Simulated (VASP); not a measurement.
# SrAl3O2 (P-3m1) in VASP: further runs

Runs on SrAl3O2. Level: PBE. Tasks: single point.

Everything below comes from runs of VASP 6.6.1. Logs are shortened: lines on timing, memory, paths and dates and some standing lists are left out, and cuts for length are marked.

**1. The cell of the first run**

It takes space group P-3m1 (No. 164, trigonal). The conventional cell has a = 3.076 Å, b = 3.076 Å, c = 10.346 Å, α = 90.00°, β = 90.00°, γ = 120.00°. Sr (site symmetry -3m) has 6 O at 2.71 Å and 6 Sr at 3.08 Å and 6 Al at 3.52 Å within 3.6 Å. Al (site symmetry 3m) has 3 O at 2.04 Å and 3 Al at 2.77 Å within 2.8 Å. Al (site symmetry -3m) has 12 Al at 2.77 to 3.08 Å and 6 O at 3.60 Å within 3.7 Å. Within 2.8 Å of O (site symmetry 3m) lie 3 Al at 2.04 Å and 3 Sr at 2.71 Å.

The cell was built from a structure type or drawn by symmetry, and may not be a known phase.

**2. Single point, PBE**

INCAR reads:

```
SYSTEM = SrAl3O2
PREC = Accurate
ENCUT = 520
EDIFF = 1E-6
ISMEAR = 0
SIGMA = 0.1
LREAL = .FALSE.
LASPH = .TRUE.
NELM = 60
ALGO = Normal
ISIF = 2
LWAVE = .FALSE.
LCHARG = .FALSE.
GGA = PE
NBANDS = 24
```

KPOINTS reads:

```
Automatic mesh
0
G
  6 6 4
  0 0 0
```

POSCAR reads:

```
SrAl3O2
1.0
    3.0757661325     -0.0000000021      0.0000000000
   -1.5378830645      2.6636916079      0.0000000000
    0.0000000000      0.0000000000     10.3456784847
Sr Al O
1 3 2
Direct
    0.0000000000      0.0000000000      0.0000000000
    0.6666666667      0.3333333333      0.2939331153
    0.3333333333      0.6666666667      0.7060668847
    0.0000000000      0.0000000000      0.5000000000
    0.6666666667      0.3333333333      0.8027270804
    0.3333333333      0.6666666667      0.1972729196
```

Potentials or basis: VASP PAW PBE potentials, release 64 (Sr_sv, Al, O).

On the command line:

```console
$ cat potpaw_PBE.64/Sr_sv/POTCAR potpaw_PBE.64/Al/POTCAR potpaw_PBE.64/O/POTCAR > POTCAR
$ mpirun -np 1 vasp_std > vasp.out
```

OUTCAR:

```text
SYSTEM = SrAl3O2
   PREC = Accurate
   ENCUT = 520
   EDIFF = 1E-6
   ISMEAR = 0
   LREAL = .FALSE.
   LASPH = .TRUE.
   NELM = 60
   ISIF = 2
   GGA = PE

 ion  position               nearest neighbor table
   1  0.000  0.000  0.000-   5 2.71   6 2.71   5 2.71   6 2.71   5 2.71   6 2.71   2 3.52   3 3.52
                             3 3.52   2 3.52   2 3.52   3 3.52
   2  0.667  0.333  0.294-   6 2.04   6 2.04   6 2.04   4 2.77   4 2.77   4 2.77   1 3.52   1 3.52
                             1 3.52
   3  0.333  0.667  0.706-   5 2.04   5 2.04   5 2.04   4 2.77   4 2.77   4 2.77   1 3.52   1 3.52
                             1 3.52
   4  0.000  0.000  0.500-   2 2.77   3 2.77   2 2.77   3 2.77   2 2.77   3 2.77
   5  0.667  0.333  0.803-   3 2.04   3 2.04   3 2.04   1 2.71   1 2.71   1 2.71
   6  0.333  0.667  0.197-   2 2.04   2 2.04   2 2.04   1 2.71   1 2.71   1 2.71

  LATTYP: Found a hexagonal cell.
 ALAT       =     3.0757661325
 C/A-ratio  =     3.3636102483

  Lattice vectors:

 A1 = (   3.0757661325,  -0.0000000021,   0.0000000000)
 A2 = (  -1.5378830645,   2.6636916079,   0.0000000000)
 A3 = (   0.0000000000,   0.0000000000,  10.3456784847)

Analysis of symmetry for initial positions (statically):
=====================================================================
 Subroutine PRICEL returns:
 Original cell was already a primitive cell.

 Routine SETGRP: Setting up the symmetry group for a
 hexagonal supercell.

 Subroutine GETGRP returns: Found 12 space group operations
 (whereof 12 operations were pure point group operations)
 out of a pool of 24 trial point group operations.

The static configuration has the point symmetry D_3d.

Analysis of symmetry for dynamics (positions and initial velocities):
=====================================================================
 Subroutine PRICEL returns:
 Original cell was already a primitive cell.

 Routine SETGRP: Setting up the symmetry group for a
 hexagonal supercell.

 Subroutine GETGRP returns: Found 12 space group operations
 (whereof 12 operations were pure point group operations)
 out of a pool of 24 trial point group operations.

The dynamic configuration has the point symmetry D_3d.

 Subroutine INISYM returns: Found 12 space group operations
 (whereof 12 operations are pure point group operations),
 and found     1 'primitive' translations

----------------------------------------------------------------------------------------

                                     Primitive cell

  volume of cell :      84.7610

  direct lattice vectors                    reciprocal lattice vectors
     3.075766133 -0.000000002  0.000000000     0.325122248  0.187709417  0.000000000
    -1.537883064  2.663691608  0.000000000     0.000000000  0.375418835  0.000000000
     0.000000000  0.000000000 10.345678485     0.000000000  0.000000000  0.096658716

  length of vectors
     3.075766133  3.075766133 10.345678485     0.375418835  0.375418835  0.096658716

  position of ions in fractional coordinates (direct lattice)
     0.000000000  0.000000000  0.000000000
     0.666666667  0.333333333  0.293933115
     0.333333333  0.666666667  0.706066885
     0.000000000  0.000000000  0.500000000
     0.666666667  0.333333333  0.802727080
     0.333333333  0.666666667  0.197272920

  ion indices of the primitive-cell ions
   primitive index   ion index
                 1           1
                 2           2
                 3           3
                 4           4
                 5           5
                 6           6

----------------------------------------------------------------------------------------

 KPOINTS: Automatic mesh

Automatic generation of k-mesh.
 Grid dimensions read from file:
 generate k-points for:    6    6    4

 Generating k-lattice:

  Cartesian coordinates                     Fractional coordinates (reciprocal lattice)
     0.054187041  0.031284903  0.000000000     0.166666667  0.000000000  0.000000000
     0.000000000  0.062569806  0.000000000     0.000000000  0.166666667  0.000000000
     0.000000000  0.000000000  0.024164679     0.000000000  0.000000000  0.250000000

  Length of vectors
     0.062569806  0.062569806  0.024164679

  Shift w.r.t. Gamma in fractional coordinates (k-lattice)
     0.000000000  0.000000000  0.000000000

 Subroutine IBZKPT returns following result:
 ===========================================

 Found     24 irreducible k-points:

 Following reciprocal coordinates:
            Coordinates               Weight
  0.000000  0.000000  0.000000      1.000000
  0.166667 -0.000000  0.000000      6.000000
  0.333333 -0.000000  0.000000      6.000000
  0.500000  0.000000  0.000000      3.000000
  0.166667  0.166667  0.000000      6.000000
  0.333333  0.166667  0.000000     12.000000
[... 16 lines left out ...]
  0.333333  0.166667  0.500000     12.000000
  0.333333  0.333333  0.500000      2.000000
   k-points           NKPTS =     24   k-points in BZ     NKDIM =     24   number of bands    NBANDS=     24
   number of dos      NEDOS =    301   number of ions     NIONS =      6
   total plane-waves  NPLWV =  46080
   dimension x,y,z NGX =    24 NGY =   24 NGZ =   80
   dimension x,y,z NGXF=    48 NGYF=   48 NGZF=  160
   ions per type =               1   3   2
   NGX,Y,Z   is equivalent  to a cutoff of  12.97, 12.97, 12.86 a.u.
   NGXF,Y,Z  is equivalent  to a cutoff of  25.94, 25.94, 25.71 a.u.
 SYSTEM =  SrAl3O2
   PREC   = accura    normal or accurate (medium, high low for compatibility)
   ISTART =      0    job   : 0-new  1-cont  2-samecut
   ICHARG =      2    charge: 1-file 2-atom 10-const
   ISPIN  =      1    spin polarized calculation?
   LNONCOLLINEAR =      F non collinear calculations
   LSORBIT =      F    spin-orbit coupling
   LASPH  =      T    aspherical Exc in radial PAW
   ENCUT  =  520.0 eV  38.22 Ry    6.18 a.u.   5.72  5.72 19.24*2*pi/ulx,y,z
   NELM   =     60;   NELMIN=  2; NELMDL= -5     # of ELM steps
   EDIFF  = 0.1E-05   stopping-criterion for ELM
   LREAL  =      F    real-space projection
   EDIFFG = 0.1E-04   stopping-criterion for IOM
   NSW    =      0    number of steps for IOM
   IBRION =     -1    ionic relax: 0-MD 1-quasi-New 2-CG
   NFREE  =      0    steps in history (QN), initial steepest desc. (CG)
   ISIF   =      2    stress and relaxation
   ISYM   =      2    0-nonsym 1-usesym 2-fastsym
   POTIM  = 0.5000    time-step for ionic-motion
   TEBEG  =    0.0;   TEEND  =   0.0 temperature during run
   PSTRESS=    0.0 pullay stress
   NELECT =      31.0000    total number of electrons
   NUPDOWN=      -1.0000    fix difference up-down
   EMIN   =  10.00;   EMAX   =-10.00  energy-range for DOS
   EFERMI =   0.00;   METHOD = LEGACY
   ISMEAR =     0;   SIGMA  =   0.10  broadening in eV -4-tet -1-fermi 0-gaus
   EFERMI_NEDOS =   21; number of points for ismear=-14 and -15
   IALGO  =     38    algorithm
   IMIX   =      4    mixing-type and parameters
     AMIX     =   0.40;   BMIX     =  1.00
     AMIX_MAG =   1.60;   BMIX_MAG =  1.00
  volume/ion in A,a.u.               =      14.13        95.33
  Fermi-wavevector in a.u.,A,eV,Ry     =   1.170748  2.212392 18.648828  1.370650
  Thomas-Fermi vector in A             =   2.307202
   LORBIT       =      0    0 simple, 1 ext, 2 COOP (PROOUT), +10 PAW based schemes
   GGA     = PE    functional components
   LHFCALC =     F    Hartree Fock is set to
   AEXX    =    0.0000 exact exchange contribution
   IVDW    =     0    specifies the selected vdW correction
   LEPSILON=     F    determine dielectric tensor
   LRPA    =     F    only Hartree local field effects (RPA)
 non-spin polarized calculation
 Gauss-broadening in eV      SIGMA  =   0.10
  energy-cutoff  :      520.00
  volume of cell :       84.76
 maximum number of plane-waves:      2307
 NGX is ok and might be reduce to    24
   NGX = 11   NGY = 11   NGZ = 39

 number of electron      30.9999992 magnetization

 Free energy of the ion-electron system (eV)
  ---------------------------------------------------
  ext. energy  EPLUGINS =         0.00000000
  ---------------------------------------------------
  free energy    TOTEN  =       -30.29286492 eV

  energy without entropy =      -30.27419017  energy(sigma->0) =      -30.28352755

 E-fermi :   7.9624     XC(G=0): -10.5899

 val. band max:        7.9375205242   @ k =   0.1667  -0.0000   0.5000
 cond. band min:       7.9910674274   @ k =   0.3333   0.1667   0.0000
 fundamental gap:      0.0535469032
 Fermi energy:         7.9624287428

 k-point     1 :       0.0000    0.0000    0.0000
  band No.  band energies     occupation
      1     -28.5884      2.00000
      2     -13.7177      2.00000
      3     -13.3161      2.00000
      4     -10.1365      2.00000
      5      -9.3257      2.00000
      6      -9.3257      2.00000
[... 16 lines left out ...]
     23      15.4909      0.00000
     24      15.6131      0.00000

 k-point     2 :       0.1667   -0.0000    0.0000
  band No.  band energies     occupation
      1     -28.4747      2.00000
      2     -13.4970      2.00000
      3     -13.1847      2.00000
      4     -10.1105      2.00000
      5     -10.0051      2.00000
      6      -9.4799      2.00000
[... 16 lines left out ...]
     23      13.8052      0.00000
     24      13.9059      0.00000

 k-point     3 :       0.3333   -0.0000    0.0000
  band No.  band energies     occupation
      1     -28.2365      2.00000
      2     -13.0508      2.00000
      3     -12.9159      2.00000
      4     -11.1184      2.00000
      5     -10.0861      2.00000
      6      -9.7708      2.00000
[... 16 lines left out ...]
     23      12.9895      0.00000
     24      13.9503      0.00000

 k-point     4 :       0.5000    0.0000    0.0000
  band No.  band energies     occupation
      1     -28.1112      2.00000
      2     -13.0163      2.00000
      3     -12.6289      2.00000
      4     -11.5094      2.00000
      5     -10.1176      2.00000
      6      -9.9084      2.00000
[... 16 lines left out ...]
     23      13.5383      0.00000
     24      13.6043      0.00000

 k-point     5 :       0.1667    0.1667    0.0000
  band No.  band energies     occupation
      1     -28.2977      2.00000
      2     -13.1315      2.00000
      3     -13.0054      2.00000
      4     -10.7577      2.00000
      5     -10.0989      2.00000
      6      -9.8429      2.00000
[... 16 lines left out ...]
     23      13.0634      0.00000
     24      13.3758      0.00000

 k-point     6 :       0.3333    0.1667    0.0000
  band No.  band energies     occupation
      1     -28.1121      2.00000
      2     -12.9023      2.00000
      3     -12.6929      2.00000
      4     -11.3047      2.00000
      5     -10.2919      2.00000
      6     -10.0986      2.00000
[... 16 lines left out ...]
     23      12.7269      0.00000
     24      13.2209      0.00000
[... 379 lines left out ...]
 k-point    21 :       0.5000    0.0000    0.5000
  band No.  band energies     occupation
      1     -28.1112      2.00000
      2     -13.0161      2.00000
      3     -12.6290      2.00000
      4     -11.5094      2.00000
      5     -10.1175      2.00000
      6      -9.9084      2.00000
[... 16 lines left out ...]
     23      13.8219      0.00000
     24      13.9241      0.00000

 k-point    22 :       0.1667    0.1667    0.5000
  band No.  band energies     occupation
      1     -28.2977      2.00000
      2     -13.1322      2.00000
      3     -13.0048      2.00000
      4     -10.7576      2.00000
      5     -10.0992      2.00000
      6      -9.8430      2.00000
[... 16 lines left out ...]
     23      13.0108      0.00000
     24      13.3825      0.00000

 k-point    23 :       0.3333    0.1667    0.5000
  band No.  band energies     occupation
      1     -28.1121      2.00000
      2     -12.9021      2.00000
      3     -12.6930      2.00000
      4     -11.3046      2.00000
      5     -10.2919      2.00000
      6     -10.0986      2.00000
[... 16 lines left out ...]
     23      12.5781      0.00000
     24      13.2425      0.00000

 k-point    24 :       0.3333    0.3333    0.5000
  band No.  band energies     occupation
      1     -28.0490      2.00000
      2     -12.6829      2.00000
      3     -12.6829      2.00000
      4     -11.0057      2.00000
      5     -11.0057      2.00000
      6     -10.1278      2.00000
[... 16 lines left out ...]
     23      12.2138      0.00000
     24      13.1028      0.00000

------------------------ aborting loop because EDIFF is reached ----------------------------------------

  FORCE on cell =-STRESS in cart. coord.  units (eV):
  Direction    XX          YY          ZZ          XY          YZ          ZX
  --------------------------------------------------------------------------------------
  -------------------------------------------------------------------------------------
  Total        0.1052418      0.1052418     -0.0874490     -0.0000000      0.0000000      0.0000000
  in kB        1.9893104      1.9893104     -1.6529858     -0.0000000      0.0000000      0.0000000
  external PRESSURE =       0.7752116 kB  Pullay stress =       0.0000000 kB

 VOLUME and BASIS-vectors are now :
 -----------------------------------------------------------------------------
  energy-cutoff  :      520.00
  volume of cell :       84.76
      direct lattice vectors                 reciprocal lattice vectors
     3.075766133 -0.000000002  0.000000000     0.325122248  0.187709417  0.000000000
    -1.537883064  2.663691608  0.000000000     0.000000000  0.375418835  0.000000000
     0.000000000  0.000000000 10.345678485     0.000000000  0.000000000  0.096658716

 POSITION                                       TOTAL-FORCE (eV/Angst)
 -----------------------------------------------------------------------------------
      0.00000      0.00000      0.00000        -0.000000     -0.000000      0.000000
      1.53788      0.88790      3.04094         0.000000     -0.000000     -0.008334
      0.00000      1.77579      7.30474        -0.000000      0.000000      0.008334
      0.00000      0.00000      5.17284        -0.000000     -0.000000      0.000000
      1.53788      0.88790      8.30476        -0.000000      0.000000     -0.037608
      0.00000      1.77579      2.04092         0.000000     -0.000000      0.037608
 -----------------------------------------------------------------------------------
    total drift:                                0.000000      0.000000      0.000000

  FREE ENERGIE OF THE ION-ELECTRON SYSTEM (eV)
  ---------------------------------------------------
  free  energy   TOTEN  =       -30.2928649221 eV

  energy  without entropy=      -30.2741901736  energy(sigma->0) =      -30.28352755
```

Run time: 22 s. Hardware: 1 thread of Intel Xeon 6975P-C (Granite Rapids), shared host; peak memory 0.22 GiB.

What came out:

- Free energy: -30.2929 eV
- Pressure: 0.1 GPa
- Largest force: 0.038 eV/Å
- Band gap on the k mesh: zero (an odd number of electrons rules out a gap without spin polarisation)

Forces in eV/Å, atoms in the order of the input:
```
Sr   0.000  0.000  0.000
Al   0.000  0.000 -0.008
Al   0.000  0.000  0.008
Al   0.000  0.000  0.000
O    0.000  0.000 -0.038
O    0.000  0.000  0.038
```

Levels at points of the mesh, in eV from the Fermi level:
| k point | band 12 | band 13 | band 14 | band 15 | band 16 | band 17 | band 18 | band 19 | band 20 | band 21 |
| --- | --- | --- | --- | --- | --- | --- | --- | --- | --- | --- |
| (0.00, 0.00, 0.00) | -5.31 | -5.31 | -4.09 | -1.77 | -0.38 | 1.28 | 3.06 | 3.20 | 3.20 | 6.55 |
| (0.50, 0.00, 0.00) | -5.95 | -4.68 | -4.23 | -1.85 | -1.34 | -0.87 | 2.01 | 3.18 | 3.56 | 4.10 |
| (0.00, 0.00, 0.50) | -5.31 | -5.31 | -4.74 | -0.89 | -0.59 | 0.57 | 3.20 | 3.20 | 3.62 | 6.54 |
| (0.50, 0.00, 0.50) | -5.94 | -4.55 | -4.39 | -2.16 | -1.06 | -0.70 | 2.14 | 2.40 | 3.63 | 4.05 |

Caveat: the k points lie up to 0.39 Å⁻¹ apart, too coarse for converged energies and pressures of a metal; an odd number of electrons without spin polarisation forces a metal; a magnetic or distorted state may lie lower.

(Part 1 of 2 ends here.)
